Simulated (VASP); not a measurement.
# BaCaF4 (P4/mmm) in VASP: relaxation of cell and atoms with PBEsol

Aim: the relaxation of cell and atoms of BaCaF4 with PBEsol.

All numbers are computed with VASP 6.6.1; they aren't measurements. Logs are shortened: lines on timing, memory, paths and dates and some standing lists are left out, and cuts for length are marked.

## Step 1: The cell of the first run

Symmetry: P4/mmm, No. 123, tetragonal system. Conventional cell: a = 4.127 Å, b = 4.127 Å, c = 6.001 Å, α = 90.00°, β = 90.00°, γ = 90.00°. Within 3.3 Å of Ca (site symmetry 4/mmm) lie 8 F at 2.47 Å. F (site symmetry 2mm) has 2 Ca at 2.47 Å and 2 Ba at 2.64 Å and 6 F at 2.70 to 3.30 Å within 3.4 Å. Ba (site symmetry 4/mmm) has 8 F at 2.64 Å within 3.5 Å.

## Step 2: Relaxation of cell and atoms, PBEsol

Input file INCAR:

```
PREC = Accurate
ENCUT = 600
EDIFF = 1E-6
ISMEAR = -1
SIGMA = 0.02
LREAL = F
LASPH = T
NELM = 80
ALGO = Normal
ISIF = 3
LWAVE = F
LCHARG = F
GGA = PS
IBRION = 2
NSW = 80
EDIFFG = -0.005
```

Input file KPOINTS:

```
regular mesh
0
Gamma
  6 6 4
```

Input file POSCAR:

```
BaCaF4
1.0
    4.1268790493      0.0000000000      0.0000000000
    0.0000000000      4.1268790493      0.0000000000
    0.0000000000      0.0000000000      6.0011963295
Ca F Ba
1 4 1
Direct
    0.0000000000      0.0000000000      0.0000000000
    0.0000000000      0.5000000000      0.7750914375
    0.0000000000      0.5000000000      0.2249085625
    0.5000000000      0.0000000000      0.2249085625
    0.5000000000      0.0000000000      0.7750914375
    0.5000000000      0.5000000000      0.5000000000
```

Potentials or basis: VASP PAW PBE potentials, release 64 (Ca_sv, F, Ba_sv).

Run with:

```bash
$ cat potpaw_PBE.64/Ca_sv/POTCAR potpaw_PBE.64/F/POTCAR potpaw_PBE.64/Ba_sv/POTCAR > POTCAR
$ mpirun -np 1 vasp_std > vasp.out
```

OUTCAR:

```text
PREC = Accurate
   ENCUT = 600
   EDIFF = 1E-6
   ISMEAR = -1
   LREAL = F
   LASPH = T
   NELM = 80
   ISIF = 3
   GGA = PS
   IBRION = 2
   NSW = 80
   EDIFFG = -0.005

 ion  position               nearest neighbor table
   1  0.000  0.000  0.000-   2 2.47   3 2.47   4 2.47   5 2.47   2 2.47   3 2.47   4 2.47   5 2.47

   2  0.000  0.500  0.775-   1 2.47   1 2.47   6 2.64   6 2.64
   3  0.000  0.500  0.225-   1 2.47   1 2.47   6 2.64   6 2.64
   4  0.500  0.000  0.225-   1 2.47   1 2.47   6 2.64   6 2.64
   5  0.500  0.000  0.775-   1 2.47   1 2.47   6 2.64   6 2.64
   6  0.500  0.500  0.500-   2 2.64   3 2.64   4 2.64   5 2.64   4 2.64   5 2.64   2 2.64   3 2.64

  LATTYP: Found a simple tetragonal cell.
 ALAT       =     4.1268790493
 C/A-ratio  =     1.4541730586

  Lattice vectors:

 A1 = (   4.1268790493,   0.0000000000,   0.0000000000)
 A2 = (   0.0000000000,   4.1268790493,   0.0000000000)
 A3 = (   0.0000000000,   0.0000000000,   6.0011963295)

Analysis of symmetry for initial positions (statically):
=====================================================================
 Subroutine PRICEL returns:
 Original cell was already a primitive cell.

 Routine SETGRP: Setting up the symmetry group for a
 simple tetragonal supercell.

 Subroutine GETGRP returns: Found 16 space group operations
 (whereof 16 operations were pure point group operations)
 out of a pool of 16 trial point group operations.

The static configuration has the point symmetry D_4h.

Analysis of symmetry for dynamics (positions and initial velocities):
=====================================================================
 Subroutine PRICEL returns:
 Original cell was already a primitive cell.

 Routine SETGRP: Setting up the symmetry group for a
 simple tetragonal supercell.

 Subroutine GETGRP returns: Found 16 space group operations
 (whereof 16 operations were pure point group operations)
 out of a pool of 16 trial point group operations.

The dynamic configuration has the point symmetry D_4h.

 Subroutine INISYM returns: Found 16 space group operations
 (whereof 16 operations are pure point group operations),
 and found     1 'primitive' translations

----------------------------------------------------------------------------------------

                                     Primitive cell

  volume of cell :     102.2072

  direct lattice vectors                    reciprocal lattice vectors
     4.126879049  0.000000000  0.000000000     0.242313862  0.000000000  0.000000000
     0.000000000  4.126879049  0.000000000     0.000000000  0.242313862  0.000000000
     0.000000000  0.000000000  6.001196329     0.000000000  0.000000000  0.166633442

  length of vectors
     4.126879049  4.126879049  6.001196329     0.242313862  0.242313862  0.166633442

  position of ions in fractional coordinates (direct lattice)
     0.000000000  0.000000000  0.000000000
     0.000000000  0.500000000  0.775091438
     0.000000000  0.500000000  0.224908562
     0.500000000  0.000000000  0.224908562
     0.500000000  0.000000000  0.775091438
     0.500000000  0.500000000  0.500000000

  ion indices of the primitive-cell ions
   primitive index   ion index
                 1           1
                 2           2
                 3           3
                 4           4
                 5           5
                 6           6

----------------------------------------------------------------------------------------

 KPOINTS: regular mesh

Automatic generation of k-mesh.
 Grid dimensions read from file:
 generate k-points for:    6    6    4

 Generating k-lattice:

  Cartesian coordinates                     Fractional coordinates (reciprocal lattice)
     0.040385644  0.000000000  0.000000000     0.166666667  0.000000000  0.000000000
     0.000000000  0.040385644  0.000000000     0.000000000  0.166666667  0.000000000
     0.000000000  0.000000000  0.041658360     0.000000000  0.000000000  0.250000000

  Length of vectors
     0.040385644  0.040385644  0.041658360

  Shift w.r.t. Gamma in fractional coordinates (k-lattice)
     0.000000000  0.000000000  0.000000000

 Subroutine IBZKPT returns following result:
 ===========================================

 Found     30 irreducible k-points:

 Following reciprocal coordinates:
            Coordinates               Weight
  0.000000  0.000000  0.000000      1.000000
  0.166667  0.000000  0.000000      4.000000
  0.333333  0.000000  0.000000      4.000000
  0.500000  0.000000  0.000000      2.000000
  0.166667  0.166667  0.000000      4.000000
  0.333333  0.166667  0.000000      8.000000
[... 16 lines left out ...]
  0.333333  0.000000  0.500000      4.000000
  0.500000  0.000000  0.500000      2.000000
 [... further k-points ...]
   k-points           NKPTS =     30   k-points in BZ     NKDIM =     30   number of bands    NBANDS=     28
   number of dos      NEDOS =    301   number of ions     NIONS =      6
   total plane-waves  NPLWV =  62208
   dimension x,y,z NGX =    36 NGY =   36 NGZ =   48
   dimension x,y,z NGXF=    72 NGYF=   72 NGZF=   96
   ions per type =               1   4   1
   NGX,Y,Z   is equivalent  to a cutoff of  14.50, 14.50, 13.30 a.u.
   NGXF,Y,Z  is equivalent  to a cutoff of  29.00, 29.00, 26.59 a.u.
 SYSTEM =  unknown system
   PREC   = accura    normal or accurate (medium, high low for compatibility)
   ISTART =      0    job   : 0-new  1-cont  2-samecut
   ICHARG =      2    charge: 1-file 2-atom 10-const
   ISPIN  =      1    spin polarized calculation?
   LNONCOLLINEAR =      F non collinear calculations
   LSORBIT =      F    spin-orbit coupling
   LASPH  =      T    aspherical Exc in radial PAW
   ENCUT  =  600.0 eV  44.10 Ry    6.64 a.u.   8.24  8.24 11.99*2*pi/ulx,y,z
   NELM   =     80;   NELMIN=  2; NELMDL= -5     # of ELM steps
   EDIFF  = 0.1E-05   stopping-criterion for ELM
   LREAL  =      F    real-space projection
   EDIFFG = -.5E-02   stopping-criterion for IOM
   NSW    =     80    number of steps for IOM
   IBRION =      2    ionic relax: 0-MD 1-quasi-New 2-CG
   NFREE  =      1    steps in history (QN), initial steepest desc. (CG)
   ISIF   =      3    stress and relaxation
   ISYM   =      2    0-nonsym 1-usesym 2-fastsym
   POTIM  = 0.5000    time-step for ionic-motion
   TEBEG  =    0.0;   TEEND  =   0.0 temperature during run
   PSTRESS=    0.0 pullay stress
   NELECT =      48.0000    total number of electrons
   NUPDOWN=      -1.0000    fix difference up-down
   EMIN   =  10.00;   EMAX   =-10.00  energy-range for DOS
   EFERMI =   0.00;   METHOD = LEGACY
   ISMEAR =    -1;   SIGMA  =   0.02  broadening in eV -4-tet -1-fermi 0-gaus
   EFERMI_NEDOS =   21; number of points for ismear=-14 and -15
   IALGO  =     38    algorithm
   IMIX   =      4    mixing-type and parameters
     AMIX     =   0.40;   BMIX     =  1.00
     AMIX_MAG =   1.60;   BMIX_MAG =  1.00
  volume/ion in A,a.u.               =      17.03       114.95
  Fermi-wavevector in a.u.,A,eV,Ry     =   1.272511  2.404697 22.031692  1.619284
  Thomas-Fermi vector in A             =   2.405385
   LORBIT       =      0    0 simple, 1 ext, 2 COOP (PROOUT), +10 PAW based schemes
   GGA     = PS    functional components
   LHFCALC =     F    Hartree Fock is set to
   AEXX    =    0.0000 exact exchange contribution
   IVDW    =     0    specifies the selected vdW correction
   LEPSILON=     F    determine dielectric tensor
   LRPA    =     F    only Hartree local field effects (RPA)
 conjugate gradient relaxation of ions
 non-spin polarized calculation
  energy-cutoff  :      600.00
  volume of cell :      102.21
 maximum number of plane-waves:      3436
 NGX is ok and might be reduce to    36
   NGX = 17   NGY = 17   NGZ = 23

--------------------------------------- Ionic step        1  -------------------------------------------

 number of electron      47.9999990 magnetization

 Free energy of the ion-electron system (eV)
  ---------------------------------------------------
  ext. energy  EPLUGINS =         0.00000000
  ---------------------------------------------------
  free energy    TOTEN  =       -35.15679528 eV

  energy without entropy =      -35.15679528  energy(sigma->0) =      -35.15679528

 E-fermi :  -1.2014     XC(G=0):  -9.2414

 val. band max:       -1.6224057200   @ k =   0.3333   0.3333   0.5000
 cond. band min:       4.4408606230   @ k =   0.0000   0.0000   0.0000
 fundamental gap:      6.0632663430
 Fermi energy:        -1.2013648118

 k-point     1 :       0.0000    0.0000    0.0000
  band No.  band energies     occupation
      1     -38.1299      2.00000
      2     -24.7538      2.00000
      3     -21.3137      2.00000
      4     -20.9212      2.00000
      5     -20.8507      2.00000
      6     -20.6474      2.00000
[... 733 lines left out ...]
     27       7.1553      0.00000
     28       7.3272      0.00000

 [... further k-points ...]

------------------------ aborting loop because EDIFF is reached ----------------------------------------

  FORCE on cell =-STRESS in cart. coord.  units (eV):
  Direction    XX          YY          ZZ          XY          YZ          ZX
  --------------------------------------------------------------------------------------
  -------------------------------------------------------------------------------------
  Total       -1.5876866     -1.5876866     -1.6414998      0.0000000     -0.0000000      0.0000000
  in kB      -24.8882322    -24.8882322    -25.7317964      0.0000000     -0.0000000      0.0000000
  external PRESSURE =     -25.1694202 kB  Pullay stress =       0.0000000 kB
[... 265 lines left out ...]
  energy  without entropy=      -35.1905320785  energy(sigma->0) =      -35.19053208

--------------------------------------- Ionic step        8  -------------------------------------------

 number of electron      47.9999975 magnetization

 Free energy of the ion-electron system (eV)
  ---------------------------------------------------
  ext. energy  EPLUGINS =         0.00000000
  ---------------------------------------------------
  free energy    TOTEN  =       -35.19056901 eV

  energy without entropy =      -35.19056901  energy(sigma->0) =      -35.19056901

 E-fermi :  -0.9283     XC(G=0):  -9.4404

 val. band max:       -1.3985070255   @ k =   0.3333   0.3333   0.5000
 cond. band min:       4.7050343623   @ k =   0.0000   0.0000   0.0000
 fundamental gap:      6.1035413879
 Fermi energy:        -0.9282623440

 k-point     1 :       0.0000    0.0000    0.0000
  band No.  band energies     occupation
      1     -37.6794      2.00000
      2     -24.5123      2.00000
      3     -21.2259      2.00000
      4     -20.7809      2.00000
      5     -20.7285      2.00000
      6     -20.4976      2.00000
[... 733 lines left out ...]
     27       7.5788      0.00000
     28       7.6052      0.00000

 [... further k-points ...]

------------------------ aborting loop because EDIFF is reached ----------------------------------------

  FORCE on cell =-STRESS in cart. coord.  units (eV):
  Direction    XX          YY          ZZ          XY          YZ          ZX
  --------------------------------------------------------------------------------------
  -------------------------------------------------------------------------------------
  Total       -0.0260099     -0.0260099      0.0172863      0.0000000      0.0000000      0.0000000
  in kB       -0.4243405     -0.4243405      0.2820183      0.0000000      0.0000000      0.0000000
  external PRESSURE =      -0.1888876 kB  Pullay stress =       0.0000000 kB
[... 21 lines left out ...]
  FREE ENERGIE OF THE ION-ELECTRON SYSTEM (eV)
  ---------------------------------------------------
  free  energy   TOTEN  =       -35.1905690055 eV

  energy  without entropy=      -35.1905690055  energy(sigma->0) =      -35.19056901

 reached required accuracy - stopping structural energy minimisation
```

It took 6.7 min on 1 thread of Intel Xeon Platinum 8375C at 2.90GHz (Ice Lake), shared host; peak memory 0.32 GiB.

Results:

```
Free energy                           : -35.1906 eV
Relaxed volume                        : 16.37 Å³/atom
Relaxed cell                          : a = 4.067 Å, b = 4.067 Å, c = 5.937 Å, α = 90.00°, β = 90.00°, γ = 90.00°
Space group after relaxing (to 0.1 Å) : P4/mmm (No. 123)
Energy gained by relaxing             : 5.6 meV/atom
Ionic steps                           : 8
Pressure after relaxing               : 0.0 GPa
Band gap on the k mesh                : 6.10 eV (least direct gap 6.36 eV)
```

Step by step:
```csv
step,energy change (eV),largest force (eV/Å),pressure (GPa),volume (Å³)
1,0.0000,0.0467,-2.52,102.21
2,-0.0316,0.0881,0.05,98.30
3,-0.0316,0.0878,0.04,98.32
4,-0.0330,0.0513,0.02,98.27
5,-0.0337,0.0029,0.01,98.19
6,-0.0337,0.0050,0.01,98.18
7,-0.0337,0.0036,0.01,98.19
8,-0.0338,0.0011,-0.02,98.21
```

Final structure:
```
CELL_PARAMETERS angstrom
4.06705 0.00000 0.00000
0.00000 4.06705 0.00000
0.00000 0.00000 5.93712
ATOMIC_POSITIONS crystal
Ca 0.00000 0.00000 0.00000
F 0.00000 0.50000 0.77722
F 0.00000 0.50000 0.22278
F 0.50000 0.00000 0.22278
F 0.50000 0.00000 0.77722
Ba 0.50000 0.50000 0.50000
```

Levels at points of the mesh, in eV from the valence-band top:
| k point | band 21 | band 22 | band 23 | band 24 | band 25 | band 26 | band 27 | band 28 |
| --- | --- | --- | --- | --- | --- | --- | --- | --- |
| (0.00, 0.00, 0.00) | -0.32 | -0.32 | -0.28 | -0.26 | 6.10 | 7.68 | 8.57 | 8.72 |
| (0.50, 0.00, 0.00) | -0.70 | -0.68 | -0.49 | -0.01 | 7.83 | 8.59 | 8.93 | 8.98 |
| (0.50, 0.50, 0.00) | -0.49 | -0.41 | -0.27 | -0.16 | 6.39 | 8.21 | 8.92 | 8.92 |
| (0.00, 0.00, 0.50) | -0.48 | -0.48 | -0.18 | -0.18 | 6.78 | 8.36 | 8.83 | 9.02 |
| (0.50, 0.00, 0.50) | -0.84 | -0.40 | -0.39 | -0.12 | 8.54 | 8.54 | 8.98 | 9.00 |
| (0.50, 0.50, 0.50) | -0.29 | -0.28 | -0.19 | -0.19 | 6.67 | 8.32 | 8.86 | 9.27 |

Caveat: the PAW data sets were made with another functional, which shifts forces and pressure a little; spin-orbit coupling is left out, which moves the levels of the heavy elements.
